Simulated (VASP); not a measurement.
# B3C2Br (P4mm) in VASP: notebook

B3C2Br is run at these levels: PBE; tasks: single point.

Program: VASP 6.6.1. These are calculated values, not measurements. Logs are shortened: lines on timing, memory, paths and dates and some standing lists are left out, and cuts for length are marked.

## Step 1: The cell of the first run

It takes space group P4mm (No. 99, tetragonal). The conventional cell has a = 3.435 Å, b = 3.435 Å, c = 7.207 Å, α = 90.00°, β = 90.00°, γ = 90.00°. Within 2.2 Å of B (site symmetry 4mm) lie 1 B at 1.62 Å and 1 Br at 1.86 Å and 4 C at 2.11 Å. B (site symmetry 4mm) has 4 C at 1.72 Å within 2.3 Å. Within 2.2 Å of B (site symmetry 4mm) lie 1 B at 1.62 Å and 4 C at 1.76 Å. C (site symmetry 2mm) has 6 B at 1.72 to 2.11 Å within 2.3 Å. Br (site symmetry 4mm) has 1 B at 1.86 Å within 2.5 Å.

The cell was generated, and may not be a known phase.

## Step 2: Single point, PBE

INCAR reads:

```
SYSTEM = B3C2Br
PREC = Accurate
ENCUT = 520
EDIFF = 1E-6
ISMEAR = 0
SIGMA = 0.1
LREAL = .False.
LASPH = .True.
NELM = 60
ALGO = Normal
ISIF = 2
LWAVE = .False.
LCHARG = .False.
GGA = PE
NBANDS = 21
```

KPOINTS reads:

```
regular mesh
0
Gamma
  6 6 4
  0 0 0
```

POSCAR reads:

```
B3C2Br
1.0
    3.4349041870      0.0000000000      0.0000000000
    0.0000000000      3.4349041870      0.0000000000
    0.0000000000      0.0000000000      7.2066683167
B C Br
3 2 1
Direct
    0.0000000000      0.0000000000      0.5502822688
    0.5000000000      0.5000000000      0.7125309567
    0.0000000000      0.0000000000      0.7752503335
    0.5000000000      0.0000000000      0.7200300876
    0.0000000000      0.5000000000      0.7200300876
    0.0000000000      0.0000000000      0.2917346056
```

Potentials or basis: VASP PAW PBE potentials, release 64 (B, C, Br).

The run is started by

```
> cat potpaw_PBE.64/B/POTCAR potpaw_PBE.64/C/POTCAR potpaw_PBE.64/Br/POTCAR > POTCAR
> mpirun -np 1 vasp_std > vasp.out
```

OUTCAR:

```text
SYSTEM = B3C2Br
   PREC = Accurate
   ENCUT = 520
   EDIFF = 1E-6
   ISMEAR = 0
   LREAL = .False.
   LASPH = .True.
   NELM = 60
   ISIF = 2
   GGA = PE

 ion  position               nearest neighbor table
   1  0.000  0.000  0.550-   3 1.62   6 1.86   5 2.11   4 2.11   5 2.11   4 2.11
   2  0.500  0.500  0.713-   4 1.72   5 1.72   4 1.72   5 1.72
   3  0.000  0.000  0.775-   1 1.62   4 1.76   5 1.76   5 1.76   4 1.76
   4  0.500  0.000  0.720-   2 1.72   2 1.72   3 1.76   3 1.76   1 2.11   1 2.11
   5  0.000  0.500  0.720-   2 1.72   2 1.72   3 1.76   3 1.76   1 2.11   1 2.11
   6  0.000  0.000  0.292-   1 1.86

  LATTYP: Found a simple tetragonal cell.
 ALAT       =     3.4349041870
 C/A-ratio  =     2.0980696766

  Lattice vectors:

 A1 = (   3.4349041870,   0.0000000000,   0.0000000000)
 A2 = (   0.0000000000,   3.4349041870,   0.0000000000)
 A3 = (   0.0000000000,   0.0000000000,   7.2066683167)

Analysis of symmetry for initial positions (statically):
=====================================================================
 Subroutine PRICEL returns:
 Original cell was already a primitive cell.

 Routine SETGRP: Setting up the symmetry group for a
 simple tetragonal supercell.

 Subroutine GETGRP returns: Found  8 space group operations
 (whereof  8 operations were pure point group operations)
 out of a pool of 16 trial point group operations.

The static configuration has the point symmetry C_4v.

Analysis of symmetry for dynamics (positions and initial velocities):
=====================================================================
 Subroutine PRICEL returns:
 Original cell was already a primitive cell.

 Routine SETGRP: Setting up the symmetry group for a
 simple tetragonal supercell.

 Subroutine GETGRP returns: Found  8 space group operations
 (whereof  8 operations were pure point group operations)
 out of a pool of 16 trial point group operations.

The dynamic configuration has the point symmetry C_4v.

 Subroutine INISYM returns: Found  8 space group operations
 (whereof  8 operations are pure point group operations),
 and found     1 'primitive' translations

----------------------------------------------------------------------------------------

                                     Primitive cell

  volume of cell :      85.0284

  direct lattice vectors                    reciprocal lattice vectors
     3.434904187  0.000000000  0.000000000     0.291128936  0.000000000  0.000000000
     0.000000000  3.434904187  0.000000000     0.000000000  0.291128936  0.000000000
     0.000000000  0.000000000  7.206668317     0.000000000  0.000000000  0.138760375

  length of vectors
     3.434904187  3.434904187  7.206668317     0.291128936  0.291128936  0.138760375

  position of ions in fractional coordinates (direct lattice)
     0.000000000  0.000000000  0.550282269
     0.500000000  0.500000000  0.712530957
     0.000000000  0.000000000  0.775250333
     0.500000000  0.000000000  0.720030088
     0.000000000  0.500000000  0.720030088
     0.000000000  0.000000000  0.291734606

  ion indices of the primitive-cell ions
   primitive index   ion index
                 1           1
                 2           2
                 3           3
                 4           4
                 5           5
                 6           6

----------------------------------------------------------------------------------------

 KPOINTS: regular mesh

Automatic generation of k-mesh.
 Grid dimensions read from file:
 generate k-points for:    6    6    4

 Generating k-lattice:

  Cartesian coordinates                     Fractional coordinates (reciprocal lattice)
     0.048521489  0.000000000  0.000000000     0.166666667  0.000000000  0.000000000
     0.000000000  0.048521489  0.000000000     0.000000000  0.166666667  0.000000000
     0.000000000  0.000000000  0.034690094     0.000000000  0.000000000  0.250000000

  Length of vectors
     0.048521489  0.048521489  0.034690094

  Shift w.r.t. Gamma in fractional coordinates (k-lattice)
     0.000000000  0.000000000  0.000000000

 Subroutine IBZKPT returns following result:
 ===========================================

 Found     30 irreducible k-points:

 Following reciprocal coordinates:
            Coordinates               Weight
  0.000000  0.000000  0.000000      1.000000
  0.166667  0.000000  0.000000      4.000000
  0.333333  0.000000  0.000000      4.000000
  0.500000  0.000000  0.000000      2.000000
  0.166667  0.166667  0.000000      4.000000
  0.333333  0.166667  0.000000      8.000000
[... 16 lines left out ...]
  0.333333  0.000000  0.500000      4.000000
  0.500000  0.000000  0.500000      2.000000
 [... further k-points ...]
   k-points           NKPTS =     30   k-points in BZ     NKDIM =     30   number of bands    NBANDS=     21
   number of dos      NEDOS =    301   number of ions     NIONS =      6
   total plane-waves  NPLWV =  42336
   dimension x,y,z NGX =    28 NGY =   28 NGZ =   54
   dimension x,y,z NGXF=    56 NGYF=   56 NGZF=  108
   ions per type =               3   2   1
   NGX,Y,Z   is equivalent  to a cutoff of  13.55, 13.55, 12.46 a.u.
   NGXF,Y,Z  is equivalent  to a cutoff of  27.10, 27.10, 24.91 a.u.
 SYSTEM =  B3C2Br
   PREC   = accura    normal or accurate (medium, high low for compatibility)
   ISTART =      0    job   : 0-new  1-cont  2-samecut
   ICHARG =      2    charge: 1-file 2-atom 10-const
   ISPIN  =      1    spin polarized calculation?
   LNONCOLLINEAR =      F non collinear calculations
   LSORBIT =      F    spin-orbit coupling
   LASPH  =      T    aspherical Exc in radial PAW
   ENCUT  =  520.0 eV  38.22 Ry    6.18 a.u.   6.39  6.39 13.40*2*pi/ulx,y,z
   NELM   =     60;   NELMIN=  2; NELMDL= -5     # of ELM steps
   EDIFF  = 0.1E-05   stopping-criterion for ELM
   LREAL  =      F    real-space projection
   EDIFFG = 0.1E-04   stopping-criterion for IOM
   NSW    =      0    number of steps for IOM
   IBRION =     -1    ionic relax: 0-MD 1-quasi-New 2-CG
   NFREE  =      0    steps in history (QN), initial steepest desc. (CG)
   ISIF   =      2    stress and relaxation
   ISYM   =      2    0-nonsym 1-usesym 2-fastsym
   POTIM  = 0.5000    time-step for ionic-motion
   TEBEG  =    0.0;   TEEND  =   0.0 temperature during run
   PSTRESS=    0.0 pullay stress
   NELECT =      24.0000    total number of electrons
   NUPDOWN=      -1.0000    fix difference up-down
   EMIN   =  10.00;   EMAX   =-10.00  energy-range for DOS
   EFERMI =   0.00;   METHOD = LEGACY
   ISMEAR =     0;   SIGMA  =   0.10  broadening in eV -4-tet -1-fermi 0-gaus
   EFERMI_NEDOS =   21; number of points for ismear=-14 and -15
   IALGO  =     38    algorithm
   IMIX   =      4    mixing-type and parameters
     AMIX     =   0.40;   BMIX     =  1.00
     AMIX_MAG =   1.60;   BMIX_MAG =  1.00
  volume/ion in A,a.u.               =      14.17        95.63
  Fermi-wavevector in a.u.,A,eV,Ry     =   1.073884  2.029346 15.690600  1.153227
  Thomas-Fermi vector in A             =   2.209696
   LORBIT       =      0    0 simple, 1 ext, 2 COOP (PROOUT), +10 PAW based schemes
   GGA     = PE    functional components
   LHFCALC =     F    Hartree Fock is set to
   AEXX    =    0.0000 exact exchange contribution
   IVDW    =     0    specifies the selected vdW correction
   LEPSILON=     F    determine dielectric tensor
   LRPA    =     F    only Hartree local field effects (RPA)
 non-spin polarized calculation
 Gauss-broadening in eV      SIGMA  =   0.10
  energy-cutoff  :      520.00
  volume of cell :       85.03
 maximum number of plane-waves:      2323
 NGX is ok and might be reduce to    28
   NGX = 13   NGY = 13   NGZ = 27

 number of electron      24.0000003 magnetization

 Free energy of the ion-electron system (eV)
  ---------------------------------------------------
  ext. energy  EPLUGINS =         0.00000000
  ---------------------------------------------------
  free energy    TOTEN  =       -32.09907066 eV

  energy without entropy =      -32.09407427  energy(sigma->0) =      -32.09657246

 E-fermi :   3.0464     XC(G=0):  -8.8582

 val. band max:        2.6323232176   @ k =   0.1667   0.0000   0.5000
 cond. band min:       3.0939711005   @ k =   0.3333   0.3333   0.0000
 fundamental gap:      0.4616478829
 Fermi energy:         3.0464476049

 k-point     1 :       0.0000    0.0000    0.0000
  band No.  band energies     occupation
      1     -14.3601      2.00000
      2     -13.6285      2.00000
      3      -5.6265      2.00000
      4      -5.4213      2.00000
      5      -5.4213      2.00000
      6      -4.2191      2.00000
[... 13 lines left out ...]
     20      10.5377      0.00000
     21      10.8330      0.00000

 k-point     2 :       0.1667    0.0000    0.0000
  band No.  band energies     occupation
      1     -14.2005      2.00000
      2     -13.4393      2.00000
      3      -7.4258      2.00000
      4      -5.3878      2.00000
      5      -5.1255      2.00000
      6      -2.9946      2.00000
[... 13 lines left out ...]
     20      10.9336      0.00000
     21      11.4702      0.00000

 k-point     3 :       0.3333    0.0000    0.0000
  band No.  band energies     occupation
      1     -13.8914      2.00000
      2     -12.7935      2.00000
      3      -9.6392      2.00000
      4      -4.8669      2.00000
      5      -4.2572      2.00000
      6      -2.6664      2.00000
[... 13 lines left out ...]
     20      10.5624      0.00000
     21      11.7658      0.00000
[... 457 lines left out ...]
 k-point    23 :       0.3333    0.0000    0.5000
  band No.  band energies     occupation
      1     -13.8791      2.00000
      2     -12.8151      2.00000
      3      -9.6399      2.00000
      4      -4.6287      2.00000
      5      -4.2560      2.00000
      6      -2.9702      2.00000
[... 13 lines left out ...]
     20      10.0046      0.00000
     21      12.0508      0.00000

 k-point    24 :       0.5000    0.0000    0.5000
  band No.  band energies     occupation
      1     -13.7416      2.00000
      2     -11.9018      2.00000
      3     -11.0899      2.00000
      4      -4.3224      2.00000
      5      -3.0689      2.00000
      6      -2.9462      2.00000
[... 13 lines left out ...]
     20      10.6666      0.00000
     21      11.4301      0.00000

 [... further k-points ...]

------------------------ aborting loop because EDIFF is reached ----------------------------------------

  FORCE on cell =-STRESS in cart. coord.  units (eV):
  Direction    XX          YY          ZZ          XY          YZ          ZX
  --------------------------------------------------------------------------------------
  -------------------------------------------------------------------------------------
  Total        0.0016356      0.0016356      0.0203432      0.0000000      0.0000000      0.0000000
  in kB        0.0308202      0.0308202      0.3833239      0.0000000      0.0000000      0.0000000
  external PRESSURE =       0.1483214 kB  Pullay stress =       0.0000000 kB

 VOLUME and BASIS-vectors are now :
 -----------------------------------------------------------------------------
  energy-cutoff  :      520.00
  volume of cell :       85.03
      direct lattice vectors                 reciprocal lattice vectors
     3.434904187  0.000000000  0.000000000     0.291128936  0.000000000  0.000000000
     0.000000000  3.434904187  0.000000000     0.000000000  0.291128936  0.000000000
     0.000000000  0.000000000  7.206668317     0.000000000  0.000000000  0.138760375

 POSITION                                       TOTAL-FORCE (eV/Angst)
 -----------------------------------------------------------------------------------
      0.00000      0.00000      3.96570        -0.000000      0.000000     -0.017566
      1.71745      1.71745      5.13497        -0.000000     -0.000000     -0.000483
      0.00000      0.00000      5.58697        -0.000000      0.000000      0.015568
      1.71745      0.00000      5.18902         0.000000      0.000000      0.000898
      0.00000      1.71745      5.18902        -0.000000      0.000000      0.000898
      0.00000      0.00000      2.10243        -0.000000      0.000000      0.000686
 -----------------------------------------------------------------------------------
    total drift:                                0.000000     -0.000000     -0.000373

  FREE ENERGIE OF THE ION-ELECTRON SYSTEM (eV)
  ---------------------------------------------------
  free  energy   TOTEN  =       -32.0990706560 eV

  energy  without entropy=      -32.0940742718  energy(sigma->0) =      -32.09657246
```

It took 98 s on 1 thread of AMD EPYC 9755, shared host; peak memory 0.18 GiB.

What came out:

| Property | Result |
| --- | --- |
| Free energy | -32.0991 eV |
| Pressure | 0.0 GPa |
| Largest force | 0.018 eV/Å |
| Band gap on the k mesh | zero (bands 12 and 13 overlap by 1.74 eV) |

Forces on the atoms (eV/Å):
```
B    0.000  0.000 -0.018
B    0.000  0.000  0.000
B    0.000  0.000  0.016
C    0.000  0.000  0.001
C    0.000  0.000  0.001
Br   0.000  0.000  0.001
```

Levels at points of the mesh, in eV from the Fermi level:
```tsv
k point	band 8	band 9	band 10	band 11	band 12	band 13	band 14	band 15	band 16	band 17
(0.00, 0.00, 0.00)	-3.55	-2.82	-2.82	-1.49	-1.49	0.76	1.08	2.86	2.86	3.18
(0.50, 0.00, 0.00)	-5.18	-4.06	-3.61	-3.29	-2.39	2.40	3.34	3.34	3.64	4.60
(0.50, 0.50, 0.00)	-5.13	-2.77	-2.77	-1.85	0.27	2.72	2.80	3.87	3.87	3.90
(0.00, 0.00, 0.50)	-3.58	-2.83	-2.83	-1.50	-1.50	0.75	2.04	2.96	2.96	4.04
(0.50, 0.00, 0.50)	-5.36	-3.85	-3.83	-3.29	-2.41	2.93	3.00	3.41	4.07	4.61
(0.50, 0.50, 0.50)	-5.19	-2.61	-2.61	-2.19	0.23	2.72	2.80	3.53	3.53	5.17
```

Caveat: this functional lacks dispersion, which binds layers or chains, so the pressure and a relaxed spacing across them are unreliable.

## Step 3: Single point, PBE, collinear spin

This run uses another cell than the first one, of 14.23 Å³/atom.

INCAR reads:

```
SYSTEM = B3C2Br
ALGO = Fast
EDIFF = 1E-7
ENCUT = 520
GGA = PE
ISIF = 2
ISMEAR = 0
ISPIN = 2
LASPH = .True.
LCHARG = .False.
LORBIT = 11
LREAL = .False.
LWAVE = .False.
MAGMOM = 0 0 0 1 1 0
NBANDS = 25
NELM = 150
PREC = Accurate
SIGMA = 0.1
```

KPOINTS reads:

```
k-points
0
Gamma
  4 4 4
  0 0 0
```

POSCAR reads:

```
B3C2Br
1.0
    3.4660912081      0.0000000000      0.0000000000
    0.0000000000      3.4660912081      0.0000000000
    0.0000000000      0.0000000000      7.1087288388
B C Br
3 2 1
Direct
    0.0000000000      0.0000000000      0.5489931689
    0.5000000000      0.5000000000      0.7060460627
    0.0000000000      0.0000000000      0.7737329863
    0.5000000000      0.0000000000      0.7267719479
    0.0000000000      0.5000000000      0.7267719479
    0.0000000000      0.0000000000      0.2875422262
```

Potentials or basis: VASP PAW PBE potentials, release 64 (B, C, Br).

The run is started by

```
> cat potpaw_PBE.64/B/POTCAR potpaw_PBE.64/C/POTCAR potpaw_PBE.64/Br/POTCAR > POTCAR
> mpirun -np 1 vasp_std > vasp.out
```

Wall time 3.2 min (1 thread of AMD EPYC 9755, shared host); peak memory 0.22 GiB.

It converged, with:

```
Free energy                                           : -31.6609 eV
Pressure                                              : 0.1 GPa
Largest force                                         : 0.034 eV/Å
Band gap on the k mesh                                : zero (filled and empty bands overlap)
Net moment                                            : 0.00 μB per cell
Valence electrons inside the program's atomic spheres : B 1.75, 1.73, 1.91; C 2.34; Br 4.93
```

Forces on the atoms (eV/Å):
```
B    0.000  0.000 -0.008
B    0.000  0.000 -0.004
B    0.000  0.000  0.034
C    0.000  0.000  0.005
C    0.000  0.000  0.005
Br   0.000  0.000 -0.032
```

Stress tensor (GPa, compression positive):
```
0.00 0.00 0.00
0.00 0.00 0.00
0.00 0.00 0.32
```

Levels at points of the mesh, in eV from the Fermi level:
Spin up:
```csv
k point,band 10,band 11,band 12,band 13,band 14,band 15
"(0.00, 0.00, 0.00)",-2.66,-1.22,-1.22,1.02,1.44,3.15
"(0.50, 0.00, 0.00)",-3.31,-3.11,-2.26,2.92,3.30,3.62
"(0.50, 0.50, 0.00)",-2.38,-1.55,0.43,2.92,2.92,3.97
"(0.00, 0.00, 0.50)",-2.67,-1.23,-1.23,1.01,2.27,3.26
"(0.50, 0.00, 0.50)",-3.44,-3.10,-2.28,3.13,3.20,3.71
"(0.50, 0.50, 0.50)",-2.19,-1.93,0.39,2.92,2.92,3.61
```
Spin down:
```csv
k point,band 9,band 10,band 11,band 12,band 13,band 14,band 15,band 16
"(0.00, 0.00, 0.00)",-2.66,-2.66,-1.22,-1.22,1.02,1.44,3.15,3.15
"(0.50, 0.00, 0.00)",-3.69,-3.31,-3.11,-2.26,2.92,3.30,3.62,3.92
"(0.50, 0.50, 0.00)",-2.38,-2.38,-1.55,0.43,2.92,2.92,3.97,3.97
"(0.00, 0.00, 0.50)",-2.67,-2.67,-1.23,-1.23,1.01,2.27,3.26,3.26
"(0.50, 0.00, 0.50)",-3.57,-3.44,-3.10,-2.28,3.13,3.20,3.71,4.54
"(0.50, 0.50, 0.50)",-2.19,-2.19,-1.93,0.39,2.92,2.92,3.61,3.61
```

Caveat: the k points lie up to 0.45 Å⁻¹ apart, too coarse for converged energies and pressures of a metal; this functional lacks dispersion, which binds layers or chains, so the pressure and a relaxed spacing across them are unreliable.

The gap in the log of VASP goes by the Fermi energy; the results here count the filled bands.